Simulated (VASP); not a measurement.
# SiS2 (Ibam) in VASP: single point with r2SCAN

Aim: the single point of SiS2 with r2SCAN.

All numbers are computed with VASP 6.6.1; they aren't measurements. Logs are shortened: lines on timing, memory, paths and dates and some standing lists are left out, and cuts for length are marked.

## (1) The cell of the first run

The structure is orthorhombic, space group Ibam (No. 72). The conventional cell has a = 5.749 Å, b = 9.821 Å, c = 5.549 Å, α = 90.00°, β = 90.00°, γ = 90.00°. Within 2.8 Å of Si (site symmetry 222) lie 4 S at 2.13 Å and 2 Si at 2.77 Å. Within 2.8 Å of S (site symmetry m) lie 2 Si at 2.13 Å.

## (2) Single point, r2SCAN

POSCAR reads:

```
SiS2
1.0
   -2.8746902717      4.9104522643      2.7743526901
    2.8746902717     -4.9104522643      2.7743526901
    2.8746902717      4.9104522643     -2.7743526901
Si S
2 4
Direct
    0.7500000000      0.7500000000      0.0000000000
    0.2500000000      0.2500000000      0.0000000000
    0.8845875980      0.7983259361      0.6829135341
    0.1154124020      0.2016740639      0.3170864659
    0.6154124020      0.2983259361      0.9137383381
    0.3845875980      0.7016740639      0.0862616619
```

INCAR.step1 reads:

```
SYSTEM = SiS2
ALGO     = Normal         ! electronic algorithm
EDIFF    = 1E-5           ! SCF threshold, eV
ENCUT    = 550            ! plane-wave cutoff, eV
GGA      = PE             ! functional
GGA_COMPAT= .FALSE.      
ISMEAR   = -1             ! smearing method
LASPH    = .TRUE.         ! aspherical terms in the spheres
LCHARG   = .FALSE.        ! write CHGCAR
LREAL    = .FALSE.        ! projectors in reciprocal space
LWAVE    = .TRUE.         ! write WAVECAR
NBANDS   = 25             ! bands
NELM     = 120            ! most SCF steps
PREC     = Accurate       ! precision mode
SIGMA    = 0.01           ! smearing width, eV
```

INCAR.step2 reads:

```
SYSTEM = SiS2
ALGO     = Normal         ! electronic algorithm
EDIFF    = 1E-6           ! SCF threshold, eV
ENCUT    = 550            ! plane-wave cutoff, eV
GGA_COMPAT= .FALSE.      
ISIF     = 2              ! what is computed and relaxed
ISMEAR   = -1             ! smearing method
ISTART   = 1            
LASPH    = .TRUE.         ! aspherical terms in the spheres
LCHARG   = .FALSE.        ! write CHGCAR
LMIXTAU  = .TRUE.       
LREAL    = .FALSE.        ! projectors in reciprocal space
LWAVE    = .FALSE.        ! write WAVECAR
METAGGA  = R2SCAN         ! meta-GGA
NBANDS   = 25             ! bands
NELM     = 120            ! most SCF steps
PREC     = Accurate       ! precision mode
SIGMA    = 0.01           ! smearing width, eV
```

KPOINTS reads:

```
k-points
0
G
  8 8 8
  0 0 0
```

Potentials or basis: VASP PAW PBE potentials, release 64 (Si, S).

Launch:

```
cat potpaw_PBE.64/Si/POTCAR potpaw_PBE.64/S/POTCAR > POTCAR
cp INCAR.step1 INCAR
mpirun -np 1 vasp_std > vasp.out
cp INCAR.step2 INCAR
mpirun -np 1 vasp_std > vasp.out
```

OUTCAR:

```text
SYSTEM = SiS2
   EDIFF = 1E-6
   ENCUT = 550
   ISIF = 2
   ISMEAR = -1
   ISTART = 1
   LASPH = .TRUE.
   LREAL = .FALSE.
   METAGGA = R2SCAN
   NELM = 120
   PREC = Accurate

 ion  position               nearest neighbor table
   1  0.750  0.750  0.000-   6 2.13   4 2.13   3 2.13   5 2.13   2 2.77   2 2.77
   2  0.250  0.250  0.000-   5 2.13   4 2.13   3 2.13   6 2.13   1 2.77   1 2.77
   3  0.885  0.798  0.683-   1 2.13   2 2.13
   4  0.115  0.202  0.317-   1 2.13   2 2.13
   5  0.615  0.298  0.914-   2 2.13   1 2.13
   6  0.385  0.702  0.086-   1 2.13   2 2.13

  LATTYP: Found a body centered orthorhombic cell.
 ALAT       =     5.5487053802
 B/A-ratio  =     1.0361661233
 C/A-ratio  =     1.7699452135

  Lattice vectors:

 A1 = (   2.8746902717,   4.9104522643,  -2.7743526901)
 A2 = (  -2.8746902717,   4.9104522643,   2.7743526901)
 A3 = (   2.8746902717,  -4.9104522643,   2.7743526901)

Analysis of symmetry for initial positions (statically):
=====================================================================
 Subroutine PRICEL returns:
 Original cell was already a primitive cell.

 Routine SETGRP: Setting up the symmetry group for a
 body centered orthorhombic supercell.

 Subroutine GETGRP returns: Found  8 space group operations
 (whereof  4 operations were pure point group operations)
 out of a pool of  8 trial point group operations.

The static configuration has the point symmetry C_2h.
 The point group associated with its full space group is D_2h.

Analysis of symmetry for dynamics (positions and initial velocities):
=====================================================================
 Subroutine PRICEL returns:
 Original cell was already a primitive cell.

 Routine SETGRP: Setting up the symmetry group for a
 body centered orthorhombic supercell.

 Subroutine GETGRP returns: Found  8 space group operations
 (whereof  4 operations were pure point group operations)
 out of a pool of  8 trial point group operations.

The dynamic configuration has the point symmetry C_2h.
 The point group associated with its full space group is D_2h.

 Subroutine INISYM returns: Found  8 space group operations
 (whereof  4 operations are pure point group operations),
 and found     1 'primitive' translations

----------------------------------------------------------------------------------------

                                     Primitive cell

  volume of cell :     156.6514

  direct lattice vectors                    reciprocal lattice vectors
    -2.874690272  4.910452264  2.774352690     0.000000000  0.101823615  0.180222220
     2.874690272 -4.910452264  2.774352690     0.173931781  0.000000000  0.180222220
     2.874690272  4.910452264 -2.774352690     0.173931781  0.101823615  0.000000000

  length of vectors
     6.330356897  6.330356897  6.330356897     0.206997819  0.250464195  0.201544817

  position of ions in fractional coordinates (direct lattice)
     0.750000000  0.750000000  0.000000000
     0.250000000  0.250000000  0.000000000
     0.884587598  0.798325936  0.682913534
     0.115412402  0.201674064  0.317086466
     0.615412402  0.298325936  0.913738338
     0.384587598  0.701674064  0.086261662

  ion indices of the primitive-cell ions
   primitive index   ion index
                 1           1
                 2           2
                 3           3
                 4           4
                 5           5
                 6           6

----------------------------------------------------------------------------------------

 KPOINTS: k-points

Automatic generation of k-mesh.
 Grid dimensions read from file:
 generate k-points for:    8    8    8

 Generating k-lattice:

  Cartesian coordinates                     Fractional coordinates (reciprocal lattice)
     0.000000000  0.012727952  0.022527777     0.125000000  0.000000000  0.000000000
     0.021741473  0.000000000  0.022527777    -0.000000000  0.125000000  0.000000000
     0.021741473  0.012727952  0.000000000    -0.000000000  0.000000000  0.125000000

  Length of vectors
     0.025874727  0.031308024  0.025193102

  Shift w.r.t. Gamma in fractional coordinates (k-lattice)
     0.000000000  0.000000000  0.000000000

 Subroutine IBZKPT returns following result:
 ===========================================

 Found     95 irreducible k-points:

 Following reciprocal coordinates:
            Coordinates               Weight
  0.000000  0.000000  0.000000      1.000000
  0.125000 -0.000000  0.000000      4.000000
  0.250000 -0.000000  0.000000      4.000000
  0.375000  0.000000  0.000000      4.000000
  0.500000 -0.000000  0.000000      2.000000
 -0.000000  0.125000  0.000000      4.000000
[... 16 lines left out ...]
  0.125000  0.375000  0.000000      8.000000
  0.250000  0.375000  0.000000      8.000000
 [... further k-points ...]
   k-points           NKPTS =     95   k-points in BZ     NKDIM =     95   number of bands    NBANDS=     25
   number of dos      NEDOS =    301   number of ions     NIONS =      6
   total plane-waves  NPLWV = 110592
   dimension x,y,z NGX =    48 NGY =   48 NGZ =   48
   dimension x,y,z NGXF=    96 NGYF=   96 NGZF=   96
   ions per type =               2   4
   NGX,Y,Z   is equivalent  to a cutoff of  12.61, 12.61, 12.61 a.u.
   NGXF,Y,Z  is equivalent  to a cutoff of  25.21, 25.21, 25.21 a.u.
 SYSTEM =  SiS2
   PREC   = accura    normal or accurate (medium, high low for compatibility)
   ISTART =      1    job   : 0-new  1-cont  2-samecut
   ICHARG =      0    charge: 1-file 2-atom 10-const
   ISPIN  =      1    spin polarized calculation?
   LNONCOLLINEAR =      F non collinear calculations
   LSORBIT =      F    spin-orbit coupling
   LASPH  =      T    aspherical Exc in radial PAW
   ENCUT  =  550.0 eV  40.42 Ry    6.36 a.u.  12.11 12.11 12.11*2*pi/ulx,y,z
   NELM   =    120;   NELMIN=  2; NELMDL=  0     # of ELM steps
   EDIFF  = 0.1E-05   stopping-criterion for ELM
   LREAL  =      F    real-space projection
   EDIFFG = 0.1E-04   stopping-criterion for IOM
   NSW    =      0    number of steps for IOM
   IBRION =     -1    ionic relax: 0-MD 1-quasi-New 2-CG
   NFREE  =      0    steps in history (QN), initial steepest desc. (CG)
   ISIF   =      2    stress and relaxation
   ISYM   =      2    0-nonsym 1-usesym 2-fastsym
   POTIM  = 0.5000    time-step for ionic-motion
   TEBEG  =    0.0;   TEEND  =   0.0 temperature during run
   PSTRESS=    0.0 pullay stress
   NELECT =      32.0000    total number of electrons
   NUPDOWN=      -1.0000    fix difference up-down
   EMIN   =  10.00;   EMAX   =-10.00  energy-range for DOS
   EFERMI =   0.00;   METHOD = LEGACY
   ISMEAR =    -1;   SIGMA  =   0.01  broadening in eV -4-tet -1-fermi 0-gaus
   EFERMI_NEDOS =   21; number of points for ismear=-14 and -15
   IALGO  =     38    algorithm
   IMIX   =      4    mixing-type and parameters
     AMIX     =   0.40;   BMIX     =  1.00
     AMIX_MAG =   1.60;   BMIX_MAG =  1.00
  volume/ion in A,a.u.               =      26.11       176.19
  Fermi-wavevector in a.u.,A,eV,Ry     =   0.964155  1.821988 12.647900  0.929594
  Thomas-Fermi vector in A             =   2.093762
   LORBIT       =      0    0 simple, 1 ext, 2 COOP (PROOUT), +10 PAW based schemes
   METAGGA = R2SCAN    functional components
   LHFCALC =     F    Hartree Fock is set to
   AEXX    =    0.0000 exact exchange contribution
   IVDW    =     0    specifies the selected vdW correction
   LEPSILON=     F    determine dielectric tensor
   LRPA    =     F    only Hartree local field effects (RPA)
 non-spin polarized calculation
  energy-cutoff  :      550.00
  volume of cell :      156.65
 maximum number of plane-waves:      4616
   NGX = 25   NGY = 25   NGZ = 25

 number of electron      31.9999997 magnetization

 Free energy of the ion-electron system (eV)
  ---------------------------------------------------
  ext. energy  EPLUGINS =         0.00000000
  ---------------------------------------------------
  free energy    TOTEN  =       -54.17721257 eV

  energy without entropy =      -54.17721257  energy(sigma->0) =      -54.17721257

 E-fermi :   1.5934     XC(G=0):  -8.3789

 val. band max:        1.3605578902   @ k =  -0.2500   0.2500   0.2500
 cond. band min:       4.6622751007   @ k =  -0.3750  -0.3750   0.3750
 fundamental gap:      3.3017172105
 Fermi energy:         1.5933975424

 k-point     1 :       0.0000    0.0000    0.0000
  band No.  band energies     occupation
      1     -13.8474      2.00000
      2     -11.7024      2.00000
      3     -11.0954      2.00000
      4     -10.9812      2.00000
      5      -6.3859      2.00000
      6      -4.6544      2.00000
[... 17 lines left out ...]
     24       8.7744      0.00000
     25       9.1265      0.00000

 k-point     2 :       0.1250   -0.0000    0.0000
  band No.  band energies     occupation
      1     -13.7871      2.00000
      2     -11.8224      2.00000
      3     -11.0993      2.00000
      4     -10.9940      2.00000
      5      -6.2352      2.00000
      6      -4.6264      2.00000
[... 17 lines left out ...]
     24       8.4887      0.00000
     25       8.7990      0.00000

 k-point     3 :       0.2500   -0.0000    0.0000
  band No.  band energies     occupation
      1     -13.6095      2.00000
      2     -12.1346      2.00000
      3     -11.1067      2.00000
      4     -11.0266      2.00000
      5      -5.8360      2.00000
      6      -4.5830      2.00000
[... 552 lines left out ...]
 k-point    23 :       0.1250    0.3750    0.0000
  band No.  band energies     occupation
      1     -12.9490      2.00000
      2     -12.9132      2.00000
      3     -11.1543      2.00000
      4     -11.1125      2.00000
      5      -4.9375      2.00000
      6      -4.8996      2.00000
[... 17 lines left out ...]
     24       8.2347      0.00000
     25       9.6280      0.00000

 k-point    24 :       0.2500    0.3750    0.0000
  band No.  band energies     occupation
      1     -13.2592      2.00000
      2     -12.5460      2.00000
      3     -11.1661      2.00000
      4     -11.1247      2.00000
      5      -5.3222      2.00000
      6      -4.5933      2.00000
[... 17 lines left out ...]
     24       8.4183      0.00000
     25       9.8030      0.00000

 [... further k-points ...]

------------------------ aborting loop because EDIFF is reached ----------------------------------------

  FORCE on cell =-STRESS in cart. coord.  units (eV):
  Direction    XX          YY          ZZ          XY          YZ          ZX
  --------------------------------------------------------------------------------------
  -------------------------------------------------------------------------------------
  Total       -0.0603735     -0.0468357     -0.2696491      0.0000000      0.0000000      0.0000000
  in kB       -0.6174801     -0.4790193     -2.7578794      0.0000000      0.0000000      0.0000000
  external PRESSURE =      -1.2847930 kB  Pullay stress =       0.0000000 kB

 VOLUME and BASIS-vectors are now :
 -----------------------------------------------------------------------------
  energy-cutoff  :      550.00
  volume of cell :      156.65
      direct lattice vectors                 reciprocal lattice vectors
    -2.874690272  4.910452264  2.774352690     0.000000000  0.101823615  0.180222220
     2.874690272 -4.910452264  2.774352690     0.173931781  0.000000000  0.180222220
     2.874690272  4.910452264 -2.774352690     0.173931781  0.101823615  0.000000000

 POSITION                                       TOTAL-FORCE (eV/Angst)
 -----------------------------------------------------------------------------------
      0.00000      0.00000      4.16153        -0.000000      0.000000     -0.000000
      0.00000      0.00000      1.38718        -0.000000      0.000000     -0.000000
      1.71519      3.77700      2.77435         0.032908      0.031722     -0.000000
      1.15950      1.13345      0.00000        -0.032908     -0.031722      0.000000
      1.71519      6.04391     -0.00000         0.032908     -0.031722      0.000000
      1.15950     -1.13345      2.77435        -0.032908      0.031722     -0.000000
 -----------------------------------------------------------------------------------
    total drift:                                0.000000      0.000000     -0.000000

  FREE ENERGIE OF THE ION-ELECTRON SYSTEM (eV)
  ---------------------------------------------------
  free  energy   TOTEN  =       -54.1772125656 eV

  energy  without entropy=      -54.1772125656  energy(sigma->0) =      -54.17721257
```

It took 49 min on 1 thread of Oxide Virtual Turin-like, shared host; peak memory 0.53 GiB.

What came out:

```
Free energy            : -54.1772 eV
Pressure               : -0.1 GPa
Largest force          : 0.046 eV/Å
Band gap on the k mesh : 3.30 eV (least direct gap 3.59 eV)
```

Forces on the atoms (eV/Å):
```
Si   0.000  0.000  0.000
Si   0.000  0.000  0.000
S    0.033  0.032  0.000
S   -0.033 -0.032  0.000
S    0.033 -0.032  0.000
S   -0.033  0.032  0.000
```

Levels at points of the mesh, in eV from the valence-band top:
| k point | band 12 | band 13 | band 14 | band 15 | band 16 | band 17 | band 18 | band 19 | band 20 | band 21 |
| --- | --- | --- | --- | --- | --- | --- | --- | --- | --- | --- |
| (0.00, 0.00, 0.00) | -1.92 | -1.69 | -0.89 | -0.80 | -0.41 | 4.09 | 4.53 | 4.59 | 5.95 | 6.57 |
| (0.50, 0.00, 0.00) | -2.01 | -1.20 | -1.20 | -0.74 | -0.74 | 3.89 | 3.89 | 5.47 | 5.47 | 6.41 |
| (0.00, 0.50, 0.00) | -2.02 | -0.94 | -0.94 | -0.69 | -0.69 | 3.83 | 3.83 | 5.19 | 5.19 | 6.26 |
| (0.50, 0.50, 0.00) | -2.09 | -1.91 | -1.39 | -1.07 | -0.02 | 4.47 | 5.12 | 5.36 | 5.38 | 5.93 |
| (0.50, 0.50, 0.50) | -2.20 | -1.99 | -1.97 | -1.43 | -0.18 | 3.41 | 4.50 | 4.80 | 5.50 | 5.59 |

Caveat: the PAW data sets were made with another functional, which shifts forces and pressure a little. A k mesh can miss the band edges.
